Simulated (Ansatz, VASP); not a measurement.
**One calculation of GaSb, two programs**

Contents of POSCAR:

```
GaSb
1.0
    0.0000000000      3.0247512495      3.0247512495
    3.0247512495      0.0000000000      3.0247512495
    3.0247512495      3.0247512495      0.0000000000
Ga Sb
1 1
Direct
    0.0000000000      0.0000000000      0.0000000000
    0.2500000000      0.2500000000      0.2500000000
```

File INCAR.step1:

```
ALGO = Normal ; EDIFF = 1E-5
ENCUT = 520 ; GGA = PE
ISIF = 2 ; ISMEAR = -1
LASPH = True ; LREAL = False
LWAVE = True ; NBANDS = 16
NELM = 100 ; PREC = Accurate
SIGMA = 0.1
```

INCAR.step2

```
ALGO = Normal ; EDIFF = 1E-6
ENCUT = 520 ; GGA = PE
HFSCREEN = 0.2079 ; ISIF = 2
ISMEAR = -1 ; ISTART = 1
LASPH = True ; LCHARG = True
LELF = True ; LHFCALC = True
LREAL = False ; LVHAR = True
LWAVE = False ; NBANDS = 16
NELM = 100 ; PREC = Accurate
PRECFOCK = Normal ; SIGMA = 0.1
```

Contents of KPOINTS:

```
k-points
0
Gamma
  4 4 4
```

Input for Ansatz:

```yaml
crystal:
  lattice:
    - [0.0, 3.024751249541, 3.024751249541]
    - [3.024751249541, 0.0, 3.024751249541]
    - [3.024751249541, 3.024751249541, 0.0]
  atoms:
    - { symbol: Ga, position: [0.0, 0.0, 0.0] }
    - { symbol: Sb, position: [0.25, 0.25, 0.25] }
kpoints:
  mp_grid: { grid: [4, 4, 4] }
hamiltonian:
  xc: hse06
  pseudopotentials: { kind: paw }
scf:
  occupations: { method: fermi_dirac, width: 0.1 }
  convergence: { dr2_threshold: "1e-10 eV" }
  exx: { energy_threshold: "2e-8 eV", singularity: regularized }
output:
  forces: true
  stress: true
  eigenvalues: true
```

Alike in both runs: task single point; functional HSE06; k mesh 4 × 4 × 4; occupations fermi-dirac, width 0.1 eV; no spin polarisation.

|  | VASP | Ansatz |
| --- | --- | --- |
| version | VASP 6.6.1 | Ansatz 0.2.0 development build |
| potentials or method | VASP PAW PBE potentials, release 64 (Ga_d, Sb) | plane waves, PAW datasets (generated soft set 1) |
| plane-wave cutoff (eV) | 520 | 420 |
| valence electrons in the cell | 18 | 28 |

```csv
,VASP,Ansatz,Ansatz less VASP
gap on the k mesh at the Fermi level (eV),1.18,1.16,-0.025
```

VASP's potentials hold 18 valence electrons a cell and Ansatz's 28, so a difference there can come from the potentials and not from the codes.

The k mesh is coarse, so the values compare programs but aren't converged. Neither program's run includes spin-orbit coupling.
